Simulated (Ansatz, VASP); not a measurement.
# One calculation of Rb, two programs

Contents of INCAR:

```
SYSTEM = Rb
PREC = Accurate
ENCUT = 520
EDIFF = 1E-6
ISMEAR = 0
SIGMA = 0.15
LREAL = .False.
LASPH = .True.
NELM = 60
ALGO = Fast
ISIF = 2
LWAVE = .False.
LCHARG = .True.
GGA = PS
LELF = .True.
LVHAR = .True.
NBANDS = 10
```

File KPOINTS:

```
Automatic mesh
0
Gamma
  12 12 12
  0 0 0
```

The input POSCAR:

```
Rb
1.0
   -2.9463000000      2.9463000000      2.6657000000
    2.9463000000     -2.9463000000      2.6657000000
    2.9463000000      2.9463000000     -2.6657000000
Rb
1
Direct
    0.0000000000      0.0000000000      0.0000000000
```

Input for Ansatz:

```yaml
crystal:
  lattice:
    - [-2.9463, 2.9463, 2.6657]
    - [2.9463, -2.9463, 2.6657]
    - [2.9463, 2.9463, -2.6657]
  atoms:
    - { symbol: Rb, position: [0.0, 0.0, 0.0] }
basis:
  ecutwfc: 420
kpoints:
  mp_grid: { grid: [12, 12, 12] }
hamiltonian:
  xc: pbesol
scf:
  occupations: { method: gaussian, width: 0.15 }
output:
  forces: true
  stress: true
  eigenvalues: true
```

Change from the starting cell: strain +0.050 along x and y, -0.050 along z, atoms carried along.

Alike in both runs: task single point; functional PBEsol; k mesh 12 × 12 × 12; occupations gaussian, width 0.15 eV; no spin polarisation.

```csv
,VASP,Ansatz
version,VASP 6.6.1,Ansatz 0.2.0
potentials or method,"VASP PAW PBE potentials, release 64 (Rb_sv), cutoff 520 eV","scalar-relativistic, plane waves, PAW"
valence electrons in the cell,9,9
```

|  | VASP | Ansatz | Ansatz less VASP |
| --- | --- | --- | --- |
| gap on the k mesh at the Fermi level (eV) | none | none | - |
| pressure (GPa) | -0.2 | -0.2 | 0.00 |

VASP's potentials were made for PBE, not for PBEsol. A gap of «none» marks a metal or a gap that the smearing closes. With one functional, cell and mesh, what is left measures potentials, basis and numerics.
